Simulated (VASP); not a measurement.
A run of VASP 6.6.1 is set up as follows.

File INCAR:

```
SYSTEM = TiAl
PREC = Accurate
ENCUT = 520
EDIFF = 1E-6
ISMEAR = 0
SIGMA = 0.15
LREAL = .FALSE.
LASPH = .TRUE.
NELM = 100
ALGO = Fast
ISIF = 2
LWAVE = .FALSE.
LCHARG = .FALSE.
GGA = PS
NBANDS = 14
```

KPOINTS

```
Automatic mesh
0
G
  10 10 10
  0 0 0
```

Contents of POSCAR:

```
TiAl
1.0
    2.7920696087      0.0000125819      0.0000441289
    0.0000125819      2.7922801470     -0.0000155728
    0.0000441289     -0.0000155728      4.0475354810
Ti Al
1 1
Direct
   -0.0000352101      0.0000100286      0.0000016057
    0.5000352101      0.4999899714      0.4999983943
```

Potentials or basis: VASP PAW PBE potentials, release 64 (Ti_sv, Al).

The run is started by

```console
$ cat potpaw_PBE.64/Ti_sv/POTCAR potpaw_PBE.64/Al/POTCAR > POTCAR
$ mpirun -np 1 vasp_std > vasp.out
```

Question: What does it give for the band gap on the k mesh?

Answer: Zero (an odd number of electrons rules out a gap without spin polarisation).

Question: What does it give for the pressure?

Answer: 0.0 GPa.

Stress tensor (GPa, compression positive):
```
-0.01  0.00  0.00
 0.00 -0.02  0.00
 0.00  0.00  0.09
```

Caveat: the PAW data sets were made with another functional, which shifts forces and pressure a little.
